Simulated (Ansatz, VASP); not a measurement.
AlNi: VASP beside Ansatz

```
Ni Al
1.0
     2.88100    0.00000    0.00000
     0.00000    2.88100    0.00000
     0.00000    0.00000    2.88100
Ni Al
1 1
Cartesian
  1.4405 1.4405 1.4405
  0.0000 0.0000 0.0000
```

Alike in both runs: functional PBEsol; k mesh 9 × 9 × 9; occupations methfessel-paxton of order 1, width 0.2 eV; collinear spin; Hubbard terms Ni d U = 7.0 eV.

```csv
,VASP,Ansatz
version,VASP 6.6.1,Ansatz 0.2.0
potentials or method,"VASP PAW PBE potentials, release 64 (Ni_sv_GW, Al)",Ansatz PAW
plane-wave cutoff (eV),690,420
valence electrons in the cell,21,21
task,single point,band structure
```

|  | VASP | Ansatz | Ansatz less VASP |
| --- | --- | --- | --- |
| gap on the k mesh at the Fermi level (eV) | none | none | - |
| pressure (GPa) | -6.1 | -4.6 | +1.50 |
| net moment per atom (μB) | 0.00 | 0.00 | 0.000 |

VASP's potentials were made for PBE, not for PBEsol. The programs project onto different local orbitals, so the same U acts differently, and such runs can settle in different states. A gap of «none» marks a metal or a gap that the smearing closes.

Noted on Ansatz's run: the magnetic or orbital state may not be the lowest.
